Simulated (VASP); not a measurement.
# Co14NiW5 in VASP: notebook, part 2 of 3

VASP 6.6.1. Earlier steps stand in the parts before.

### 3 Single point, PBE

INCAR

```
SYSTEM = Co14NiW5
ALGO = Normal
EDIFF = 1E-6
ENCUT = 400
GGA = PE
GGA_COMPAT = .False.
ISIF = 2
ISMEAR = -1
ISYM = -1
LASPH = .True.
LCHARG = .False.
LREAL = Auto
LWAVE = .False.
NBANDS = 119
NELM = 120
PREC = Accurate
SIGMA = 0.2809
```

KPOINTS

```
explicit points
1
Reciprocal
  0.25000000   0.25000000   0.25000000 1
```

POSCAR

```
Co14NiW5
1.0
    6.4067140000     -0.0639040000     -0.2633820000
   -0.0639040000      6.1558140000      0.0545630000
   -0.2633820000      0.0545630000      6.6380590000
Co W Ni
14 5 1
Direct
    0.7521802822      0.9713740960      0.5623970294
    0.4840406079      0.2816011911      0.5876798591
    0.2828761738      0.5134962914      0.8117269814
    0.3449127619      0.3404697701      0.2475986973
    0.5824377788      0.6505111663      0.6173846581
    0.5683806328      0.0739170911      0.1782147597
    0.3075990209      0.6991595099      0.1268608497
    0.9008350662      0.2100149470      0.8768398557
   -0.0051224691      0.6189262975      0.0375801659
    0.5836350115      0.4421398801      0.9730357140
    0.2969329019      0.9586745300      0.4416932153
    0.7864254245      0.7291237714      0.2652605409
    0.8971676390      0.4979992046      0.7020348081
    0.2858629388      0.1006991257      0.9396238729
    0.1491480981      0.5834696969      0.4470471063
    0.0528757611      0.8582942960      0.7632998459
    0.5804735595      0.8622320736      0.8634113253
    0.9795503439      1.0724227286      0.1916562247
    0.7865175593      0.3223173037      0.3592223222
    0.1113399335      0.1596928267      0.5850251730
```

Potentials or basis: VASP PAW PBE potentials, release 64 (Co, W_sv, Ni).

Launch:

```
> cat potpaw_PBE.64/Co/POTCAR potpaw_PBE.64/W_sv/POTCAR potpaw_PBE.64/Ni/POTCAR > POTCAR
> mpirun -np 1 vasp_std > vasp.out
```

OUTCAR:

```text
SYSTEM = Co14NiW5
   EDIFF = 1E-6
   ENCUT = 400
   GGA = PE
   ISIF = 2
   ISMEAR = -1
   ISYM = -1
   LASPH = .True.
   LREAL = Auto
   NELM = 120
   PREC = Accurate

 ion  position               nearest neighbor table
   1  0.752  0.971  0.562-   5 2.27  16 2.36  17 2.44  12 2.52  19 2.54  20 2.55   2 2.61   8 2.68
                             6 2.79  11 2.96  18 3.01
   2  0.484  0.282  0.588-   5 2.35   4 2.39  11 2.47  20 2.49   3 2.53  19 2.56   1 2.61  10 2.78
                            14 2.94  15 2.95  13 2.99   6 3.12  17 3.18
   3  0.283  0.513  0.812-  10 2.18   7 2.40  13 2.52   5 2.52   2 2.53  15 2.54   9 2.57  16 2.61
                            14 2.67  20 2.82  17 2.85   4 3.07   8 3.10
   4  0.345  0.340  0.248-   6 2.28   7 2.35   2 2.39  15 2.45  10 2.54  14 2.54  11 2.69  18 2.84
                            19 2.87  20 2.98   3 3.07   9 3.08
   5  0.582  0.651  0.617-  17 2.11  13 2.27   1 2.27   2 2.35   3 2.52  10 2.67  12 2.80  11 2.83
                            15 2.94  19 3.05
   6  0.568  0.074  0.178-   4 2.28  14 2.32  19 2.33  17 2.49  12 2.60  10 2.63  18 2.63  11 2.64
                             1 2.79   7 2.83   2 3.12
   7  0.308  0.699  0.127-   9 2.10   4 2.35   3 2.40  15 2.52  11 2.66  10 2.67  17 2.74  14 2.75
                             6 2.83  16 2.97  18 3.20
   8  0.901  0.210  0.877-  13 2.10  18 2.27  20 2.48  16 2.54  14 2.57  10 2.64   1 2.68   9 2.79
[... 288 lines left out ...]
    115      10.3907      0.07996
 [bands above 115 left out]

------------------------ aborting loop because EDIFF is reached ----------------------------------------

  FORCE on cell =-STRESS in cart. coord.  units (eV):
  Direction    XX          YY          ZZ          XY          YZ          ZX
  --------------------------------------------------------------------------------------
  -------------------------------------------------------------------------------------
  Total       -4.4330839      8.1849672      1.5140578     -2.6524637      6.5744955     -3.5442488
  in kB      -27.1792374     50.1820340      9.2826882    -16.2622548     40.3082323    -21.7297897
  external PRESSURE =      10.7618283 kB  Pullay stress =       0.0000000 kB

 VOLUME and BASIS-vectors are now :
 -----------------------------------------------------------------------------
  energy-cutoff  :      400.00
  volume of cell :      261.32
      direct lattice vectors                 reciprocal lattice vectors
     6.406714000 -0.063904000 -0.263382000     0.156356410  0.001568274  0.006190950
    -0.063904000  6.155814000  0.054563000     0.001568274  0.162475619 -0.001273279
    -0.263382000  0.054563000  6.638059000     0.006190950 -0.001273279  0.150902554

 POSITION                                       TOTAL-FORCE (eV/Angst)
 -----------------------------------------------------------------------------------
      4.60880      5.96222      3.58812        -0.021000      1.283063     -1.185827
      2.92833      1.73462      3.78893         0.386330     -0.714728      1.009189
      1.56570      3.18720      5.34181        -1.173825     -0.109862     -0.680146
      2.12279      2.08734      1.57131        -0.526823     -0.062490     -0.228933
      3.52733      4.00089      3.98033        -1.231016     -2.230044     -3.119195
      3.58979      0.42842      1.03733         0.123727     -1.752662      0.427061
[... 12 lines left out ...]
      4.92378      1.95346      2.19497        -2.558927      3.592403      1.232181
      0.54903      1.00784      3.86282        -1.319596      4.761113     -0.315341
 -----------------------------------------------------------------------------------
    total drift:                                0.008157     -0.006277     -0.002496

  FREE ENERGIE OF THE ION-ELECTRON SYSTEM (eV)
  ---------------------------------------------------
  free  energy   TOTEN  =      -161.2486541780 eV

  energy  without entropy=     -153.2992299989  energy(sigma->0) =     -157.27394209
```

OSZICAR:

```text
N       E                     dE             d eps       ncg     rms          rms(c)
DAV:   1     0.217598338739E+04    0.21760E+04   -0.81470E+04   246   0.185E+03
DAV:   2     0.113377820148E+03   -0.20626E+04   -0.20157E+04   238   0.559E+02
DAV:   3    -0.141183308191E+03   -0.25456E+03   -0.22912E+03   253   0.212E+02
[... 26 lines left out ...]
DAV:  30    -0.161248661072E+03    0.34716E-04   -0.11775E-04   412   0.101E-01    0.318E-02
DAV:  31    -0.161248661864E+03   -0.79142E-06   -0.32782E-05   348   0.518E-02    0.349E-02
DAV:  32    -0.161248656598E+03    0.52659E-05   -0.16796E-05   348   0.383E-02    0.146E-02
DAV:  33    -0.161248654409E+03    0.21887E-05   -0.27774E-06   140   0.128E-02    0.737E-03
DAV:  34    -0.161248654178E+03    0.23115E-06   -0.18648E-06   156   0.779E-03
   1 F= -.16124865E+03 E0= -.15727394E+03  d E =-.794942E+01
```

It took 4.2 min on 1 thread of AMD EPYC 7R13, shared host; peak memory 0.25 GiB.

What came out:

- Free energy: -161.2487 eV
- Pressure: 1.1 GPa
- Largest force: 4.979 eV/Å

Forces in eV/Å, atoms in the order of the input:
```
Co  -0.021  1.283 -1.186
Co   0.386 -0.715  1.009
Co  -1.174 -0.110 -0.680
Co  -0.527 -0.062 -0.229
Co  -1.231 -2.230 -3.119
Co   0.124 -1.753  0.427
Co   2.331  1.776  0.362
Co  -1.182 -0.896 -0.093
Co  -1.744 -1.883  0.382
Co   1.488 -0.256  0.858
Co   3.032 -2.436 -1.665
Co  -1.571  0.030  0.650
Co  -0.520  0.736 -1.241
Co   0.507  1.407 -0.373
W    0.348  0.698 -0.548
W    0.080 -2.075  1.747
W    0.200  1.796  3.142
W    3.352 -3.664 -0.358
W   -2.559  3.592  1.232
Ni  -1.320  4.761 -0.315
```

Stress tensor (GPa, compression positive):
```
-2.72 -1.63 -2.17
-1.63  5.02  4.03
-2.17  4.03  0.93
```

Levels at points of the mesh, in eV from the Fermi level:
| k point | band 102 | band 103 | band 104 | band 105 | band 106 | band 107 |
| --- | --- | --- | --- | --- | --- | --- |
| (0.25, 0.25, 0.25) | -0.16 | -0.11 | -0.03 | 0.02 | 0.06 | 0.12 |

Caveat: the atoms stand as in a frame of molecular dynamics; spin-orbit coupling is left out, which moves the levels of the heavy elements; the run has no spin polarisation, though such a crystal can be magnetic.

### 4 Single point, PBE

INCAR

```
ALGO = Normal ; EDIFF = 1E-6
ENCUT = 400 ; GGA = PE
GGA_COMPAT = False ; ISIF = 2
ISMEAR = -1 ; ISYM = -1
LASPH = True ; LCHARG = False
LREAL = Auto ; LWAVE = False
NBANDS = 119 ; NELM = 120
PREC = Accurate ; SIGMA = 0.2809
```

KPOINTS is that of step 3.

POSCAR

```
Co14NiW5
1.0
    6.4067140000     -0.0639040000     -0.2633820000
   -0.0639040000      6.1558140000      0.0545630000
   -0.2633820000      0.0545630000      6.6380590000
Co W Ni
14 5 1
Direct
    0.7606318146      1.0235723590      0.5531286405
    0.5227186522      0.2683215274      0.6255594077
    0.2518914093      0.4622198057      0.8332517930
    0.3253719412      0.3900819642      0.1459331817
    0.5537091078      0.6328767173      0.5474198647
    0.5712923264      0.0335090745      0.2096885189
    0.3193517811      0.7686520298      0.1053814903
    0.9268759222      0.1737581695      0.9270037623
   -0.0314629091      0.5811109694      0.0748374002
    0.6092502033      0.3763925551      1.0113440435
    0.3518974311      0.9717204423      0.4328821824
    0.6699489676      0.7067420175      0.2155492342
    0.8545542640      0.5233749706      0.6788201645
    0.1960470415      0.1283192133      0.7804186104
    0.1597085611      0.6181507670      0.3983444859
    0.0657880161      0.8404159184      0.7532218026
    0.6416335646      0.9234055728      0.8670160891
    1.0128087063      0.9713371533      0.2237904956
    0.7690371658      0.3722974260      0.3538999702
    0.0501983776      0.2242578664      0.4789722669
```

Potentials or basis: VASP PAW PBE potentials, release 64 (Co, W_sv, Ni).

Launch:

```
> cat potpaw_PBE.64/Co/POTCAR potpaw_PBE.64/W_sv/POTCAR potpaw_PBE.64/Ni/POTCAR > POTCAR
> mpirun -np 1 vasp_std > vasp.out
```

OUTCAR:

```text
EDIFF = 1E-6
   ENCUT = 400
   GGA = PE
   ISIF = 2
   ISMEAR = -1
   ISYM = -1
   LASPH = True
   LREAL = Auto
   NELM = 120
   PREC = Accurate

 ion  position               nearest neighbor table
   1  0.761  0.024  0.553-   2 2.25  20 2.29  17 2.35   6 2.50  19 2.50  16 2.55  11 2.69   5 2.72
                             8 2.79  18 2.85  12 3.01
   2  0.523  0.268  0.626-   1 2.25   5 2.30  11 2.44  14 2.54  19 2.56   3 2.62  13 2.62  10 2.67
                            17 2.72
   3  0.252  0.462  0.833-  14 2.11   4 2.13  10 2.55   2 2.62   7 2.64   9 2.64  16 2.66  13 2.70
                             8 2.81   5 2.98  20 2.98  15 3.04
   4  0.325  0.390  0.146-  10 2.10   3 2.13   7 2.34  15 2.52   9 2.60   6 2.74  12 2.93  14 2.99
                            19 3.06  20 3.09   8 3.12  18 3.29
   5  0.554  0.633  0.547-  13 2.17   2 2.30  12 2.42  11 2.55  19 2.57  15 2.64   1 2.72  17 2.81
                             3 2.98
   6  0.571  0.034  0.210-  12 2.12  11 2.15   7 2.34  17 2.47  10 2.49   1 2.50  19 2.58   4 2.74
                            18 2.86
   7  0.319  0.769  0.105-   4 2.34  12 2.34   6 2.34  15 2.43   9 2.50  11 2.52  18 2.53   3 2.64
                            16 2.77  17 2.84
   8  0.927  0.174  0.927-  14 2.08  18 2.35  17 2.38  10 2.52  16 2.58   9 2.71  13 2.71   1 2.79
                             3 2.81   4 3.12
[... 286 lines left out ...]
    114      10.3250      0.11362
    115      10.4219      0.08182
 [bands above 115 left out]

------------------------ aborting loop because EDIFF is reached ----------------------------------------

  FORCE on cell =-STRESS in cart. coord.  units (eV):
  Direction    XX          YY          ZZ          XY          YZ          ZX
  --------------------------------------------------------------------------------------
  -------------------------------------------------------------------------------------
  Total        7.8742256     21.3822075      3.5757840      1.0907820      1.0392123      1.5767246
  in kB       48.2768778    131.0943150     21.9231317      6.6875848      6.3714105      9.6668986
  external PRESSURE =      67.0981081 kB  Pullay stress =       0.0000000 kB

 VOLUME and BASIS-vectors are now :
 -----------------------------------------------------------------------------
  energy-cutoff  :      400.00
  volume of cell :      261.32
      direct lattice vectors                 reciprocal lattice vectors
     6.406714000 -0.063904000 -0.263382000     0.156356410  0.001568274  0.006190950
    -0.063904000  6.155814000  0.054563000     0.001568274  0.162475619 -0.001273279
    -0.263382000  0.054563000  6.638059000     0.006190950 -0.001273279  0.150902554

 POSITION                                       TOTAL-FORCE (eV/Angst)
 -----------------------------------------------------------------------------------
      4.72596      0.12668      3.47265        -0.399036     -1.692831     -0.683045
      3.16700      1.65247      4.02947        -1.119207      0.098725      0.621615
      1.36480      2.87471      5.49005         0.043249      3.248867     -1.701931
      2.02120      2.38844      0.90430        -1.593339     -1.630770      3.226343
      3.36283      3.89036      3.52250        -1.633739      1.612121      0.139230
      3.60274      0.18121      1.24329         0.535031      3.255845     -0.324600
[... 12 lines left out ...]
      4.81000      2.26196      2.16697        -3.382273      0.314283     -1.739129
      0.18112      1.40342      3.17846         4.762684      0.046309      1.623257
 -----------------------------------------------------------------------------------
    total drift:                                0.005430     -0.003323     -0.001936

  FREE ENERGIE OF THE ION-ELECTRON SYSTEM (eV)
  ---------------------------------------------------
  free  energy   TOTEN  =      -158.5735944965 eV

  energy  without entropy=     -150.6394751399  energy(sigma->0) =     -154.60653482
```

stdout:

```text
POSCAR found type information on POSCAR CoW Ni
 POSCAR found :  3 types and      20 ions
 scaLAPACK will be used
 LDA part: xc-table for (Slater+PW92), standard interpolation
 POSCAR, INCAR and KPOINTS ok, starting setup
 FFT: planning ... GRIDC
 FFT: planning ... GRID_SOFT
 FFT: planning ... GRID
 WAVECAR not read
 entering main loop
```

Wall time 3.5 min (1 thread of AMD EPYC 7R13, shared host); peak memory 0.25 GiB.

What came out:

- Free energy: -158.5736 eV
- Pressure: 6.7 GPa
- Largest force: 8.152 eV/Å

Forces in eV/Å, atoms in the order of the input:
```
Co  -0.399 -1.693 -0.683
Co  -1.119  0.099  0.622
Co   0.043  3.249 -1.702
Co  -1.593 -1.631  3.226
Co  -1.634  1.612  0.139
Co   0.535  3.256 -0.325
Co  -0.523  0.659 -1.637
Co  -2.453  2.148  1.192
Co  -0.204 -0.591 -1.460
Co   1.842  0.043 -2.843
Co  -0.422  0.158  1.639
Co   0.686 -0.383 -0.370
Co   1.219 -0.692  1.674
Co   7.235  3.712  0.565
W    0.054 -1.223  2.087
W   -2.416 -7.028 -0.543
W   -0.830 -1.451  0.000
W   -1.402 -0.605 -1.464
W   -3.382  0.314 -1.739
Ni   4.763  0.046  1.623
```

Caveat: atoms lie so close that the PAW spheres overlap strongly, which falsifies energies and pressures; the atoms stand as in a frame of molecular dynamics; spin-orbit coupling is left out, which moves the levels of the heavy elements; the run has no spin polarisation, though such a crystal can be magnetic. Spin polarisation is off, so any magnetic state and its effect on volume and gap are missing.

(Continued in part 3 of 3.)
